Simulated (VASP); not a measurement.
# CuO (Cccm) in VASP: a series of runs, part 2 of 2

VASP 6.6.1. The steps go on from the part before.

**3. Single point, r2SCAN, collinear spin, ferromagnetic start**

POSCAR reads:

```
CuO
1.0
    1.9909680000     -2.1535500000      0.0000000000
    1.9909680000      2.1535500000      0.0000000000
    0.0000000000      0.0000000000      5.1559280000
Cu O
2 2
Direct
    0.0000000000      0.5000000000      0.0000000000
    0.5000000000      0.0000000000      0.5000000000
    0.5000000000      0.5000000000      0.2500000000
    0.5000000000      0.5000000000      0.7500000000
```

INCAR.step1 reads:

```
ALGO = Normal ; EDIFF = 1E-4
ENCUT = 520 ; GGA = PE
ISMEAR = 0 ; ISPIN = 2
LASPH = T ; LCHARG = F
LMAXMIX = 4 ; LREAL = F
LWAVE = T ; MAGMOM = 0.69 0.69 0.36 0.36
NBANDS = 29 ; NELM = 150
PREC = Accurate ; SIGMA = 0.1
```

INCAR.step2 reads:

```
ALGO = Normal ; EDIFF = 1E-7
ENCUT = 520 ; ISIF = 2
ISMEAR = 0 ; ISPIN = 2
ISTART = 1 ; LASPH = T
LCHARG = F ; LMAXMIX = 4
LMIXTAU = T ; LORBIT = 11
LREAL = F ; LWAVE = F
MAGMOM = 0.69 0.69 0.36 0.36 ; METAGGA = R2SCAN
NBANDS = 29 ; NELM = 150
PREC = Accurate ; SIGMA = 0.1
```

KPOINTS reads:

```
k-points
0
Gamma
  4 4 2
```

Potentials or basis: VASP PAW PBE potentials, release 64 (Cu, O).

Started as:

```
$ cat potpaw_PBE.64/Cu/POTCAR potpaw_PBE.64/O/POTCAR > POTCAR
$ cp INCAR.step1 INCAR
$ mpirun -np 1 vasp_std > vasp.out
$ cp INCAR.step2 INCAR
$ mpirun -np 1 vasp_std > vasp.out
```

It took 59 s on 1 thread of Intel Xeon 6975P-C (Granite Rapids), shared host; peak memory 0.19 GiB.

The run converged. Its results:

```yaml
Free_energy: -36.5572 eV
Pressure: -4.1 GPa
Band_gap_on_the_k_mesh: zero (filled and empty bands overlap)
Net_moment: 0.00 μB per cell
Valence_electrons_inside_the_program's_atomic_spheres: Cu 9.92; O 4.98
```

Stress tensor (GPa, compression positive):
```
-2.71  0.00  0.00
 0.00 -3.99  0.00
 0.00  0.00 -5.74
```

Levels at points of the mesh, in eV from the Fermi level:
Spin up:
| k point | band 14 | band 15 | band 16 | band 17 | band 18 | band 19 | band 20 | band 21 |
| --- | --- | --- | --- | --- | --- | --- | --- | --- |
| (0.00, 0.00, 0.00) | -2.42 | -2.38 | -2.01 | 0.66 | 0.86 | 1.78 | 6.65 | 7.83 |
| (0.50, 0.00, 0.00) | -1.96 | -1.61 | -1.58 | 0.31 | 0.56 | 4.13 | 6.41 | 6.99 |
| (0.50, 0.50, 0.00) | -2.44 | -1.49 | -1.28 | -1.22 | 1.25 | 2.58 | 7.70 | 9.75 |
| (0.00, 0.00, 0.50) | -2.38 | -1.63 | -1.63 | 0.21 | 0.21 | 3.87 | 3.87 | 12.34 |
| (0.50, 0.00, 0.50) | -2.43 | -2.07 | -1.83 | -0.08 | 0.75 | 4.75 | 6.41 | 8.74 |
| (0.50, 0.50, 0.50) | -1.97 | -1.47 | -1.47 | -0.39 | -0.39 | 4.44 | 4.44 | 10.81 |
Spin down:
| k point | band 14 | band 15 | band 16 | band 17 | band 18 | band 19 | band 20 | band 21 |
| --- | --- | --- | --- | --- | --- | --- | --- | --- |
| (0.00, 0.00, 0.00) | -2.42 | -2.38 | -2.01 | 0.66 | 0.86 | 1.78 | 6.65 | 7.83 |
| (0.50, 0.00, 0.00) | -1.96 | -1.61 | -1.58 | 0.31 | 0.56 | 4.13 | 6.41 | 6.99 |
| (0.50, 0.50, 0.00) | -2.44 | -1.49 | -1.28 | -1.22 | 1.25 | 2.58 | 7.70 | 9.75 |
| (0.00, 0.00, 0.50) | -2.38 | -1.63 | -1.63 | 0.21 | 0.21 | 3.87 | 3.87 | 12.34 |
| (0.50, 0.00, 0.50) | -2.43 | -2.07 | -1.83 | -0.08 | 0.75 | 4.75 | 6.41 | 8.74 |
| (0.50, 0.50, 0.50) | -1.97 | -1.47 | -1.47 | -0.39 | -0.39 | 4.44 | 4.44 | 10.81 |

Caveat: the k points lie up to 0.61 Å⁻¹ apart, too coarse for converged energies and pressures of a metal; the PAW data sets were made with another functional, which shifts forces and pressure a little; semilocal functionals often make such compounds metallic where correlation or magnetic order opens a gap, which also shifts bond lengths. With open d or f shells a metallic result of r2SCAN can be an artefact of self-interaction; +U or a hybrid may open a gap.

**4. Single point, r2SCAN, collinear spin, ferromagnetic start**

POSCAR is that of step 3.

INCAR.step1 reads:

```
SYSTEM = CuO
PREC = Accurate
ENCUT = 520
ISMEAR = 0
SIGMA = 0.1
LREAL = .FALSE.
LASPH = .TRUE.
NELM = 150
ISPIN = 2
MAGMOM = 0.69 0.69 0.36 0.36
LMAXMIX = 4
NBANDS = 29
GGA = PE
ALGO = Normal
EDIFF = 1E-4
LWAVE = .TRUE.
LCHARG = .FALSE.
```

INCAR.step2 reads:

```
SYSTEM = CuO
PREC = Accurate
ENCUT = 520
EDIFF = 1E-7
ISMEAR = 0
SIGMA = 0.1
LREAL = .FALSE.
LASPH = .TRUE.
NELM = 150
ALGO = Normal
ISIF = 2
LWAVE = .FALSE.
LCHARG = .FALSE.
ISPIN = 2
MAGMOM = 0.69 0.69 0.36 0.36
LORBIT = 11
LMAXMIX = 4
METAGGA = R2SCAN
LMIXTAU = .TRUE.
NBANDS = 29
ISTART = 1
```

KPOINTS reads:

```
regular mesh
0
G
  4 4 4
  0 0 0
```

Started as:

```
$ cat potpaw_PBE.64/Cu/POTCAR potpaw_PBE.64/O/POTCAR > POTCAR
$ cp INCAR.step1 INCAR
$ mpirun -np 1 vasp_std > vasp.out
$ cp INCAR.step2 INCAR
$ mpirun -np 1 vasp_std > vasp.out
```

Run time: 79 s. Hardware: 1 thread of Intel Xeon 6975P-C (Granite Rapids), shared host; peak memory 0.2 GiB.

The run converged. Its results:

| Property | Result |
| --- | --- |
| Free energy | -36.5231 eV |
| Pressure | -4.1 GPa |
| Band gap on the k mesh | zero (filled and empty bands overlap) |
| Net moment | 0.00 μB per cell |
| Valence electrons inside the program's atomic spheres | Cu 9.92; O 4.98 |

Stress tensor (GPa, compression positive):
```
-3.34  0.00  0.00
 0.00 -4.54  0.00
 0.00  0.00 -4.49
```

Levels at points of the mesh, in eV from the Fermi level:
Spin up:
```tsv
k point	band 14	band 15	band 16	band 17	band 18	band 19	band 20	band 21
(0.00, 0.00, 0.00)	-2.58	-2.54	-2.17	0.51	0.71	1.63	6.50	7.69
(0.50, 0.00, 0.00)	-2.11	-1.77	-1.73	0.16	0.41	3.98	6.27	6.85
(0.50, 0.50, 0.00)	-2.60	-1.65	-1.43	-1.37	1.10	2.43	7.55	9.61
(0.00, 0.00, 0.50)	-2.53	-1.78	-1.78	0.06	0.06	3.73	3.73	12.20
(0.50, 0.00, 0.50)	-2.58	-2.23	-1.98	-0.24	0.61	4.61	6.27	8.60
(0.50, 0.50, 0.50)	-2.12	-1.62	-1.62	-0.54	-0.54	4.30	4.30	10.66
```
Spin down:
```tsv
k point	band 15	band 16	band 17	band 18	band 19	band 20
(0.00, 0.00, 0.00)	-2.54	-2.17	0.51	0.71	1.63	6.50
(0.50, 0.00, 0.00)	-1.77	-1.73	0.16	0.41	3.98	6.27
(0.50, 0.50, 0.00)	-1.65	-1.43	-1.37	1.10	2.43	7.55
(0.00, 0.00, 0.50)	-1.78	-1.78	0.06	0.06	3.73	3.73
(0.50, 0.00, 0.50)	-2.23	-1.98	-0.24	0.61	4.61	6.26
(0.50, 0.50, 0.50)	-1.62	-1.62	-0.55	-0.55	4.30	4.30
```

Caveat: the k points lie up to 0.54 Å⁻¹ apart, too coarse for converged energies and pressures of a metal; the PAW data sets were made with another functional, which shifts forces and pressure a little; semilocal functionals often make such compounds metallic where correlation or magnetic order opens a gap, which also shifts bond lengths.

**5. Single point, r2SCAN, collinear spin, ferromagnetic start**

POSCAR is that of step 4.

INCAR.step1 reads:

```
SYSTEM = CuO
ALGO = Normal ; EDIFF = 1E-4
ENCUT = 520 ; GGA = PE
ISMEAR = 0 ; ISPIN = 2
LASPH = .TRUE. ; LCHARG = .FALSE.
LMAXMIX = 4 ; LREAL = .FALSE.
LWAVE = .TRUE. ; MAGMOM = 0.69 0.69 0.36 0.36
NBANDS = 29 ; NELM = 150
PREC = Accurate ; SIGMA = 0.1
```

INCAR.step2 reads:

```
SYSTEM = CuO
ALGO = Normal ; EDIFF = 1E-6
ENCUT = 520 ; ISIF = 2
ISMEAR = 0 ; ISPIN = 2
ISTART = 1 ; LASPH = .TRUE.
LCHARG = .FALSE. ; LMAXMIX = 4
LMIXTAU = .TRUE. ; LORBIT = 11
LREAL = .FALSE. ; LWAVE = .FALSE.
MAGMOM = 0.69 0.69 0.36 0.36 ; METAGGA = R2SCAN
NBANDS = 29 ; NELM = 150
PREC = Accurate ; SIGMA = 0.1
```

KPOINTS reads:

```
k-points
0
G
  6 6 4
  0 0 0
```

Potentials or basis: VASP PAW PBE potentials, release 64 (Cu, O).

Started as:

```
$ cat potpaw_PBE.64/Cu/POTCAR potpaw_PBE.64/O/POTCAR > POTCAR
$ cp INCAR.step1 INCAR
$ mpirun -np 1 vasp_std > vasp.out
$ cp INCAR.step2 INCAR
$ mpirun -np 1 vasp_std > vasp.out
```

OUTCAR:

```text
SYSTEM = CuO
   EDIFF = 1E-6
   ENCUT = 520
   ISIF = 2
   ISMEAR = 0
   ISPIN = 2
   ISTART = 1
   LASPH = .TRUE.
   LORBIT = 11
   LREAL = .FALSE.
   METAGGA = R2SCAN
   NELM = 150
   PREC = Accurate

 ion  position               nearest neighbor table
   1  0.000  0.500  0.000-   3 1.95   4 1.95   3 1.95   4 1.95
   2  0.500  0.000  0.500-   3 1.95   4 1.95   3 1.95   4 1.95
   3  0.500  0.500  0.250-   1 1.95   2 1.95   2 1.95   1 1.95
   4  0.500  0.500  0.750-   1 1.95   2 1.95   2 1.95   1 1.95

  LATTYP: Found a base centered orthorhombic cell.
[... 1771 lines left out ...]
      direct lattice vectors                 reciprocal lattice vectors
     1.990968000 -2.153550000  0.000000000     0.251134122 -0.232174781  0.000000000
     1.990968000  2.153550000  0.000000000     0.251134122  0.232174781  0.000000000
     0.000000000  0.000000000  5.155928000     0.000000000  0.000000000  0.193951506

 POSITION                                       TOTAL-FORCE (eV/Angst)
 -----------------------------------------------------------------------------------
      0.99548      1.07678      0.00000         0.000000      0.000000      0.000000
      0.99548     -1.07678      2.57796        -0.000000      0.000000      0.000000
      1.99097      0.00000      1.28898         0.000000      0.000000      0.000000
      1.99097      0.00000      3.86695         0.000000     -0.000000      0.000000
 -----------------------------------------------------------------------------------
    total drift:                                0.000000     -0.000000     -0.000000

  FREE ENERGIE OF THE ION-ELECTRON SYSTEM (eV)
  ---------------------------------------------------
  free  energy   TOTEN  =       -36.4732964616 eV

  energy  without entropy=      -36.4653139783  energy(sigma->0) =      -36.46930522

 total charge

# of ion       s       p       d       tot
------------------------------------------
    1        0.390   0.399   9.132   9.920
    2        0.390   0.399   9.132   9.920
    3        1.580   3.403   0.000   4.984
    4        1.580   3.403   0.000   4.984
--------------------------------------------------
tot          3.940   7.603  18.263  29.807

 magnetization (x)

# of ion       s       p       d       tot
------------------------------------------
    1       -0.000  -0.000   0.000   0.000
    2       -0.000  -0.000   0.000   0.000
    3        0.000   0.000   0.000   0.000
    4        0.000   0.000   0.000   0.000
--------------------------------------------------
tot          0.000   0.000   0.000   0.000
```

Run time: 1.9 min. Hardware: 1 thread of Intel Xeon 6975P-C (Granite Rapids), shared host; peak memory 0.23 GiB.

Results:

* Free energy: -36.4733 eV
* Pressure: -4.0 GPa
* Band gap on the k mesh: zero (filled and empty bands overlap)
* Net moment: 0.00 μB per cell
* Valence electrons inside the program's atomic spheres: Cu 9.92; O 4.98

Caveat: the cell stands under tension; the PAW data sets were made with another functional, which shifts forces and pressure a little; semilocal functionals often make such compounds metallic where correlation or magnetic order opens a gap, which also shifts bond lengths. With open d or f shells a metallic result of r2SCAN can be an artefact of self-interaction; +U or a hybrid may open a gap.

**6. Single point, r2SCAN, collinear spin, ferromagnetic start**

POSCAR is that of step 5.

INCAR.step1 reads:

```
ALGO = Normal
EDIFF = 1E-4
ENCUT = 520
GGA = PE
ISMEAR = 0
ISPIN = 2
LASPH = True
LCHARG = False
LMAXMIX = 4
LREAL = False
LWAVE = True
MAGMOM = 0.69 0.69 0.36 0.36
NBANDS = 29
NELM = 150
PREC = Accurate
SIGMA = 0.01
```

INCAR.step2 reads:

```
ALGO = Normal
EDIFF = 1E-6
ENCUT = 520
ISIF = 2
ISMEAR = 0
ISPIN = 2
ISTART = 1
LASPH = True
LCHARG = False
LMAXMIX = 4
LMIXTAU = True
LORBIT = 11
LREAL = False
LWAVE = False
MAGMOM = 0.69 0.69 0.36 0.36
METAGGA = R2SCAN
NBANDS = 29
NELM = 150
PREC = Accurate
SIGMA = 0.01
```

KPOINTS reads:

```
k-points
0
Gamma
  7 7 4
```

Potentials or basis: VASP PAW PBE potentials, release 64 (Cu, O).

Started as:

```
$ cat potpaw_PBE.64/Cu/POTCAR potpaw_PBE.64/O/POTCAR > POTCAR
$ cp INCAR.step1 INCAR
$ mpirun -np 1 vasp_std > vasp.out
$ cp INCAR.step2 INCAR
$ mpirun -np 1 vasp_std > vasp.out
```

It took 2.5 min on 1 thread of Intel Xeon 6975P-C (Granite Rapids), shared host; peak memory 0.24 GiB.

Results (log left out):

| Item | Value |
| --- | --- |
| Free energy | -36.4669 eV |
| Pressure | -4.0 GPa |
| Band gap on the k mesh | zero (filled and empty bands overlap) |
| Net moment | 0.00 μB per cell |
| Valence electrons inside the program's atomic spheres | Cu 9.92; O 4.98 |

Stress tensor (GPa, compression positive):
```
-3.21  0.00  0.00
 0.00 -4.49  0.00
 0.00  0.00 -4.27
```

Levels at points of the mesh, in eV from the Fermi level:
Spin up:
| k point | band 15 | band 16 | band 17 | band 18 | band 19 | band 20 |
| --- | --- | --- | --- | --- | --- | --- |
| (0.00, 0.00, 0.00) | -2.50 | -2.12 | 0.57 | 0.77 | 1.69 | 6.57 |
| (0.00, 0.00, 0.50) | -1.72 | -1.72 | 0.13 | 0.13 | 3.80 | 3.80 |
Spin down:
```
           k point  band 15  band 16  band 17  band 18  band 19  band 20
(0.00, 0.00, 0.00)    -2.50    -2.12     0.57     0.77     1.69     6.57
(0.00, 0.00, 0.50)    -1.72    -1.72     0.13     0.13     3.80     3.80
```

Caveat: the cell stands under tension; the PAW data sets were made with another functional, which shifts forces and pressure a little; semilocal functionals often make such compounds metallic where correlation or magnetic order opens a gap, which also shifts bond lengths.

**7. Overview**

| k mesh | smearing | gap on the mesh (eV) | pressure (GPa) | moment (μB) |
| --- | --- | --- | --- | --- |
| 2 × 2 × 2 | gaussian 0.1 eV | none | -0.4 | 0.00 |
| 4 × 4 × 2 | gaussian 0.1 eV | none | -4.1 | 0.00 |
| 4 × 4 × 4 | gaussian 0.1 eV | none | -4.1 | 0.00 |
| 6 × 6 × 4 | gaussian 0.1 eV | none | -4.0 | 0.00 |
| 7 × 7 × 4 | gaussian 0.01 eV | none | -4.0 | 0.00 |

Alike in all rows: task single point; level r2SCAN; potentials or basis VASP PAW PBE potentials, release 64 (Cu, O); spin collinear, ferromagnetic start; cell as given; cutoff (eV) 520.

Caveats: some runs use coarse meshes; the PAW data sets were made with another functional, which shifts forces and pressure a little; semilocal functionals often make such compounds metallic where correlation or magnetic order opens a gap, which also shifts bond lengths; the cell stands under tension (at least some runs).

Total energies depend on the potentials used, so only differences within one code and one set of settings carry meaning.
